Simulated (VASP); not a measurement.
A run of VASP 6.6.1:

INCAR

```
SYSTEM = SiO2
PREC = Accurate
ENCUT = 520
EDIFF = 1E-6
ISMEAR = -1
SIGMA = 0.02
LREAL = .False.
LASPH = .True.
NELM = 60
ALGO = Normal
ISIF = 2
LWAVE = .False.
LCHARG = .False.
GGA = PS
NBANDS = 25
```

Contents of KPOINTS:

```
regular mesh
0
Gamma
  6 6 8
  0 0 0
```

Contents of POSCAR:

```
SiO2
1.0
    4.1946331548      0.0000000000      0.0000000000
    0.0000000000      4.1946331548      0.0000000000
    0.0000000000      0.0000000000      2.6784528709
Si O
2 4
Direct
    0.0000000000      0.0000000000      0.0000000000
    0.5000000000      0.5000000000      0.5000000000
    0.3060615391      0.3060615391      0.0000000000
    0.1939384609      0.8060615391      0.5000000000
    0.6939384609      0.6939384609      0.0000000000
    0.8060615391      0.1939384609      0.5000000000
```

Potentials or basis: VASP PAW PBE potentials, release 64 (Si, O).

The run is started by

```bash
$ cat potpaw_PBE.64/Si/POTCAR potpaw_PBE.64/O/POTCAR > POTCAR
$ mpirun -np 1 vasp_std > vasp.out
```

Hardware: 1 thread of Intel Xeon 8259CL, with other jobs on the host.

Q: Estimate the wall time of this run.

A: It took 45 s on 1 thread of Intel Xeon 8259CL, with other jobs on the host, peak memory 0.18 GiB. Counts: scf iterations 12, k points 50.
